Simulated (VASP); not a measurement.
# Pd (P6_3/mmc) in VASP: notebook

The runs below take Pd through single point, with LDA.

Everything below comes from runs of VASP 6.6.1. Logs are shortened: lines on timing, memory, paths and dates and some standing lists are left out, and cuts for length are marked.

## (1) The cell of the first run

It takes space group P6_3/mmc (No. 194, hexagonal). The conventional cell has a = 2.776 Å, b = 2.776 Å, c = 9.179 Å, α = 90.00°, β = 90.00°, γ = 120.00°. Pd (site symmetry -3m) has 12 Pd at 2.78 to 2.80 Å within 3.7 Å. Pd (site symmetry -6m2) has 12 Pd at 2.78 to 2.80 Å within 3.7 Å.

This isn't the form of Pd at room conditions, which is fcc.

## (2) Single point, LDA, collinear spin (15.31 Å³/atom)

Input file INCAR:

```
SYSTEM = Pd
PREC = Accurate
ENCUT = 520
EDIFF = 1E-6
ISMEAR = -1
SIGMA = 0.05
LREAL = .FALSE.
LASPH = .TRUE.
NELM = 150
ALGO = Normal
ISIF = 2
LWAVE = .FALSE.
LCHARG = .FALSE.
ISPIN = 2
MAGMOM = 0.5 0.5 -0.5 -0.5
LORBIT = 11
LMAXMIX = 4
NBANDS = 32
```

Input file KPOINTS:

```
regular mesh
0
G
  15 15 4
  0 0 0
```

Input file POSCAR:

```
Pd
1.0
    2.7758317833      0.0000000000      0.0000000000
   -1.3879158916      2.4039408410      0.0000000000
    0.0000000000      0.0000000000      9.1787331059
Pd
4
Direct
    1.0000000000      0.0000000000      1.0000000000
    1.0000000000      1.0000000000      0.5000000000
    0.3333333333      0.6666666667      0.2500000000
    0.6666666667      0.3333333333      0.7500000000
```

Potentials or basis: VASP PAW LDA potentials, release 64 (Pd).

Run with:

```console
$ cat potpaw_LDA.64/Pd/POTCAR > POTCAR
$ mpirun -np 1 vasp_std > vasp.out
```

OUTCAR:

```text
SYSTEM = Pd
   PREC = Accurate
   ENCUT = 520
   EDIFF = 1E-6
   ISMEAR = -1
   LREAL = .FALSE.
   LASPH = .TRUE.
   NELM = 150
   ISIF = 2
   ISPIN = 2
   LORBIT = 11

 ion  position               nearest neighbor table
   1  0.000  0.000  0.000-   3 2.80   4 2.80   4 2.80   3 2.80   4 2.80   3 2.80
   2  0.000  0.000  0.500-   3 2.80   4 2.80   4 2.80   3 2.80   4 2.80   3 2.80
   3  0.333  0.667  0.250-   1 2.80   2 2.80   1 2.80   2 2.80   1 2.80   2 2.80
   4  0.667  0.333  0.750-   1 2.80   2 2.80   1 2.80   2 2.80   1 2.80   2 2.80

  LATTYP: Found a hexagonal cell.
 ALAT       =     2.7758317833
 C/A-ratio  =     3.3066604256

  Lattice vectors:

 A1 = (   2.7758317833,   0.0000000000,   0.0000000000)
 A2 = (  -1.3879158916,   2.4039408410,   0.0000000000)
 A3 = (   0.0000000000,   0.0000000000,   9.1787331059)

Analysis of symmetry for initial positions (statically):
=====================================================================
 Subroutine PRICEL returns:
 Original cell was already a primitive cell.

 Routine SETGRP: Setting up the symmetry group for a
 hexagonal supercell.

 Subroutine GETGRP returns: Found 24 space group operations
 (whereof 12 operations were pure point group operations)
 out of a pool of 24 trial point group operations.

The static configuration has the point symmetry D_3d.
 The point group associated with its full space group is D_6h.

Analysis of symmetry for dynamics (positions and initial velocities):
=====================================================================
 Subroutine PRICEL returns:
 Original cell was already a primitive cell.

 Routine SETGRP: Setting up the symmetry group for a
 hexagonal supercell.

 Subroutine GETGRP returns: Found 24 space group operations
 (whereof 12 operations were pure point group operations)
 out of a pool of 24 trial point group operations.

The dynamic configuration has the point symmetry D_3d.
 The point group associated with its full space group is D_6h.

Analysis of structural, dynamic, and magnetic symmetry:
=====================================================================
 Subroutine PRICEL returns:
 Original cell was already a primitive cell.

 Routine SETGRP: Setting up the symmetry group for a
 hexagonal supercell.

 Subroutine GETGRP returns: Found 24 space group operations
 (whereof 12 operations were pure point group operations)
 out of a pool of 24 trial point group operations.

The overall configuration has the point symmetry D_3d.
 The point group associated with its full space group is D_6h.

 Subroutine INISYM returns: Found 24 space group operations
 (whereof 12 operations are pure point group operations),
 and found     1 'primitive' translations

----------------------------------------------------------------------------------------

                                     Primitive cell

  volume of cell :      61.2491

  direct lattice vectors                    reciprocal lattice vectors
     2.775831783  0.000000000  0.000000000     0.360252378  0.207991807  0.000000000
    -1.387915892  2.403940841  0.000000000     0.000000000  0.415983614  0.000000000
     0.000000000  0.000000000  9.178733106     0.000000000  0.000000000  0.108947497

  length of vectors
     2.775831783  2.775831783  9.178733106     0.415983614  0.415983614  0.108947497

  position of ions in fractional coordinates (direct lattice)
     0.000000000  0.000000000  0.000000000
     0.000000000  0.000000000  0.500000000
     0.333333333  0.666666667  0.250000000
     0.666666667  0.333333333  0.750000000

  ion indices of the primitive-cell ions
   primitive index   ion index
                 1           1
                 2           2
                 3           3
                 4           4

----------------------------------------------------------------------------------------

 KPOINTS: regular mesh

Automatic generation of k-mesh.
 Grid dimensions read from file:
 generate k-points for:   15   15    4

 Generating k-lattice:

  Cartesian coordinates                     Fractional coordinates (reciprocal lattice)
     0.024016825  0.013866120  0.000000000     0.066666667  0.000000000  0.000000000
     0.000000000  0.027732241  0.000000000     0.000000000  0.066666667  0.000000000
     0.000000000  0.000000000  0.027236874     0.000000000  0.000000000  0.250000000

  Length of vectors
     0.027732241  0.027732241  0.027236874

  Shift w.r.t. Gamma in fractional coordinates (k-lattice)
     0.000000000  0.000000000  0.000000000

 Subroutine IBZKPT returns following result:
 ===========================================

 Found     81 irreducible k-points:

 Following reciprocal coordinates:
            Coordinates               Weight
  0.000000  0.000000  0.000000      1.000000
  0.066667  0.000000  0.000000      6.000000
  0.133333 -0.000000  0.000000      6.000000
  0.200000 -0.000000  0.000000      6.000000
  0.266667 -0.000000  0.000000      6.000000
  0.333333 -0.000000  0.000000      6.000000
[... 16 lines left out ...]
  0.333333  0.200000  0.000000     12.000000
  0.400000  0.200000  0.000000      6.000000
 [... further k-points ...]
   k-points           NKPTS =     81   k-points in BZ     NKDIM =     81   number of bands    NBANDS=     32
   number of dos      NEDOS =    301   number of ions     NIONS =      4
   total plane-waves  NPLWV =  40320
   dimension x,y,z NGX =    24 NGY =   24 NGZ =   70
   dimension x,y,z NGXF=    48 NGYF=   48 NGZF=  140
   ions per type =               4
   NGX,Y,Z   is equivalent  to a cutoff of  14.37, 14.37, 12.68 a.u.
   NGXF,Y,Z  is equivalent  to a cutoff of  28.75, 28.75, 25.36 a.u.
 SYSTEM =  Pd
   PREC   = accura    normal or accurate (medium, high low for compatibility)
   ISTART =      0    job   : 0-new  1-cont  2-samecut
   ICHARG =      2    charge: 1-file 2-atom 10-const
   ISPIN  =      2    spin polarized calculation?
   LNONCOLLINEAR =      F non collinear calculations
   LSORBIT =      F    spin-orbit coupling
   LASPH  =      T    aspherical Exc in radial PAW
   ENCUT  =  520.0 eV  38.22 Ry    6.18 a.u.   5.16  5.16 17.07*2*pi/ulx,y,z
   NELM   =    150;   NELMIN=  2; NELMDL= -5     # of ELM steps
   EDIFF  = 0.1E-05   stopping-criterion for ELM
   LREAL  =      F    real-space projection
   EDIFFG = 0.1E-04   stopping-criterion for IOM
   NSW    =      0    number of steps for IOM
   IBRION =     -1    ionic relax: 0-MD 1-quasi-New 2-CG
   NFREE  =      0    steps in history (QN), initial steepest desc. (CG)
   ISIF   =      2    stress and relaxation
   ISYM   =      2    0-nonsym 1-usesym 2-fastsym
   POTIM  = 0.5000    time-step for ionic-motion
   TEBEG  =    0.0;   TEEND  =   0.0 temperature during run
   PSTRESS=    0.0 pullay stress
   NELECT =      40.0000    total number of electrons
   NUPDOWN=      -1.0000    fix difference up-down
   EMIN   =  10.00;   EMAX   =-10.00  energy-range for DOS
   EFERMI =   0.00;   METHOD = LEGACY
   ISMEAR =    -1;   SIGMA  =   0.05  broadening in eV -4-tet -1-fermi 0-gaus
   EFERMI_NEDOS =   21; number of points for ismear=-14 and -15
   IALGO  =     38    algorithm
   IMIX   =      4    mixing-type and parameters
     AMIX     =   0.40;   BMIX     =  1.00
     AMIX_MAG =   1.60;   BMIX_MAG =  1.00
  volume/ion in A,a.u.               =      15.31       103.33
  Fermi-wavevector in a.u.,A,eV,Ry     =   1.420349  2.684070 27.448258  2.017390
  Thomas-Fermi vector in A             =   2.541273
   LORBIT       =     11    0 simple, 1 ext, 2 COOP (PROOUT), +10 PAW based schemes
   GGA     = CA    functional components
   LHFCALC =     F    Hartree Fock is set to
   AEXX    =    0.0000 exact exchange contribution
   IVDW    =     0    specifies the selected vdW correction
   LEPSILON=     F    determine dielectric tensor
   LRPA    =     F    only Hartree local field effects (RPA)
 spin polarized calculation
  energy-cutoff  :      520.00
  volume of cell :       61.25
 maximum number of plane-waves:      1668
 NGX is ok and might be reduce to    24
   NGX = 11   NGY = 11   NGZ = 35

 number of electron      40.0000012 magnetization      -0.0007601

 number of electron      40.0000013 magnetization       0.0018472

 Free energy of the ion-electron system (eV)
  ---------------------------------------------------
  ext. energy  EPLUGINS =         0.00000000
  ---------------------------------------------------
  free energy    TOTEN  =       -25.74793337 eV

  energy without entropy =      -25.66845782  energy(sigma->0) =      -25.70819559

 E-fermi :   8.9745     XC(G=0): -13.2890

 val. band max:        8.9699226311   @ k =   0.4667  -0.0000   0.5000
 cond. band min:       8.9763486615   @ k =   0.4667   0.0667   0.0000
 fundamental gap:      0.0064260305
 Fermi energy:         8.9745337260

 spin component 1

 k-point     1 :       0.0000    0.0000    0.0000
  band No.  band energies     occupation
      1       2.0130      1.00000
      2       3.6366      1.00000
      3       3.6430      1.00000
      4       3.8849      1.00000
      5       6.1831      1.00000
      6       6.1901      1.00000
[... 829 lines left out ...]
     31      20.8293      0.00000
     32      21.4742      0.00000

 [... further k-points ...]

 spin component 2

 k-point     1 :       0.0000    0.0000    0.0000
  band No.  band energies     occupation
      1       2.0131      1.00000
      2       3.6368      1.00000
      3       3.6431      1.00000
      4       3.8851      1.00000
      5       6.1834      1.00000
      6       6.1903      1.00000
[... 829 lines left out ...]
     31      20.8294      0.00000
     32      21.4743      0.00000

 [... further k-points ...]

------------------------ aborting loop because EDIFF is reached ----------------------------------------

  FORCE on cell =-STRESS in cart. coord.  units (eV):
  Direction    XX          YY          ZZ          XY          YZ          ZX
  --------------------------------------------------------------------------------------
  -------------------------------------------------------------------------------------
  Total       -5.3080867     -5.3080867     -5.3483236     -0.0000000      0.0000000      0.0000000
  in kB     -138.8509729   -138.8509729   -139.9035054     -0.0000000      0.0000000      0.0000000
  external PRESSURE =    -139.2018170 kB  Pullay stress =       0.0000000 kB

 VOLUME and BASIS-vectors are now :
 -----------------------------------------------------------------------------
  energy-cutoff  :      520.00
  volume of cell :       61.25
      direct lattice vectors                 reciprocal lattice vectors
     2.775831783  0.000000000  0.000000000     0.360252378  0.207991807  0.000000000
    -1.387915892  2.403940841  0.000000000     0.000000000  0.415983614  0.000000000
     0.000000000  0.000000000  9.178733106     0.000000000  0.000000000  0.108947497

 POSITION                                       TOTAL-FORCE (eV/Angst)
 -----------------------------------------------------------------------------------
      0.00000      0.00000      0.00000        -0.000000      0.000000      0.000000
      0.00000      0.00000      4.58937        -0.000000      0.000000      0.000000
     -0.00000      1.60263      2.29468        -0.000000      0.000000     -0.000000
      1.38792      0.80131      6.88405         0.000000     -0.000000     -0.000000
 -----------------------------------------------------------------------------------
    total drift:                               -0.000000      0.000000      0.000000

  FREE ENERGIE OF THE ION-ELECTRON SYSTEM (eV)
  ---------------------------------------------------
  free  energy   TOTEN  =       -25.7479333650 eV

  energy  without entropy=      -25.6684578179  energy(sigma->0) =      -25.70819559

 total charge

# of ion       s       p       d       tot
------------------------------------------
    1        0.472   0.445   8.446   9.362
    2        0.472   0.445   8.446   9.362
    3        0.472   0.447   8.442   9.361
    4        0.472   0.447   8.442   9.361
--------------------------------------------------
tot          1.887   1.783  33.776  37.446

 magnetization (x)

# of ion       s       p       d       tot
------------------------------------------
    1       -0.000  -0.000   0.000   0.000
    2       -0.000  -0.000   0.000   0.000
    3        0.000  -0.000   0.000   0.000
    4        0.000  -0.000   0.000   0.000
--------------------------------------------------
tot         -0.000  -0.000   0.002   0.001
```

Run time: 4.4 min. Hardware: 1 thread of Intel Xeon Platinum 8259CL at 2.50GHz (Skylake/Cascade Lake), shared host; peak memory 0.32 GiB.

Results:

```
Free energy                                           : -25.7479 eV
Pressure                                              : -13.9 GPa
Band gap on the k mesh                                : zero (filled and empty bands overlap)
Net moment                                            : 0.00 μB per cell
Valence electrons inside the program's atomic spheres : Pd 9.36
```

Stress tensor (GPa, compression positive):
```
-13.89   0.00   0.00
  0.00 -13.89   0.00
  0.00   0.00 -13.99
```

Levels at points of the mesh, in eV from the Fermi level:
Spin up:
| k point | band 18 | band 19 | band 20 | band 21 | band 22 | band 23 |
| --- | --- | --- | --- | --- | --- | --- |
| (0.00, 0.00, 0.00) | -0.99 | -0.99 | -0.67 | -0.67 | -0.12 | -0.12 |
| (0.00, 0.00, 0.50) | -1.22 | -0.91 | -0.91 | -0.35 | -0.35 | -0.35 |
Spin down:
```csv
k point,band 16,band 17,band 18,band 19,band 20,band 21,band 22,band 23,band 24,band 25
"(0.00, 0.00, 0.00)",-1.43,-1.43,-0.99,-0.99,-0.66,-0.66,-0.12,-0.12,0.91,6.76
"(0.00, 0.00, 0.50)",-1.22,-1.22,-1.22,-0.91,-0.91,-0.35,-0.35,-0.35,-0.35,9.40
```

Caveat: the cell stands under tension.

## (3) Single point, LDA, collinear spin (15.88 Å³/atom)

This run uses another cell than the first one, of 15.88 Å³/atom.

Input file INCAR:

```
  PREC = Accurate
  ENCUT = 520
  EDIFF = 1E-7
  ISMEAR = -1
  SIGMA = 0.05
  LREAL = F
  LASPH = T
  NELM = 150
  ALGO = Normal
  ISIF = 2
  LWAVE = F
  LCHARG = F
  ISPIN = 2
  MAGMOM = 0.5 0.5 -0.5 -0.5
  LORBIT = 11
  LMAXMIX = 4
  GGA = CA
  NBANDS = 32
```

Input file KPOINTS:

```
Automatic mesh
0
Gamma
  15 15 4
```

Input file POSCAR:

```
Pd
1.0
    2.8096867270      0.0000000000      0.0000000000
   -1.4048433635      2.4332600822      0.0000000000
    0.0000000000      0.0000000000      9.2906799084
Pd
4
Direct
    1.0000000000      0.0000000000      1.0000000000
    1.0000000000      1.0000000000      0.5000000000
    0.3333333333      0.6666666667      0.2500000000
    0.6666666667      0.3333333333      0.7500000000
```

Potentials or basis: VASP PAW LDA potentials, release 64 (Pd).

Run with:

```console
$ cat potpaw_LDA.64/Pd/POTCAR > POTCAR
$ mpirun -np 1 vasp_std > vasp.out
```

Run time: 4.7 min. Hardware: 1 thread of Intel Xeon Platinum 8259CL at 2.50GHz (Skylake/Cascade Lake), shared host; peak memory 0.32 GiB.

The run converged. Its results:

```yaml
Free_energy: -25.5173 eV
Pressure: -18.6 GPa
Band_gap_on_the_k_mesh: zero (filled and empty bands overlap)
Net_moment: 0.00 μB per cell
Valence_electrons_inside_the_program's_atomic_spheres: Pd 9.29
```

Levels at points of the mesh, in eV from the Fermi level:
Spin up:
| k point | band 17 | band 18 | band 19 | band 20 | band 21 | band 22 | band 23 | band 24 |
| --- | --- | --- | --- | --- | --- | --- | --- | --- |
| (0.00, 0.00, 0.00) | -1.34 | -0.93 | -0.93 | -0.63 | -0.63 | -0.11 | -0.11 | 1.00 |
| (0.00, 0.00, 0.50) | -1.15 | -1.15 | -0.81 | -0.81 | -0.33 | -0.33 | -0.33 | -0.33 |
Spin down:
```tsv
k point	band 17	band 18	band 19	band 20	band 21	band 22	band 23	band 24
(0.00, 0.00, 0.00)	-1.34	-0.93	-0.93	-0.63	-0.63	-0.11	-0.11	1.00
(0.00, 0.00, 0.50)	-1.15	-1.15	-0.81	-0.81	-0.33	-0.33	-0.33	-0.33
```

Caveat: the cell stands under tension.

[end of part 1 of 2]
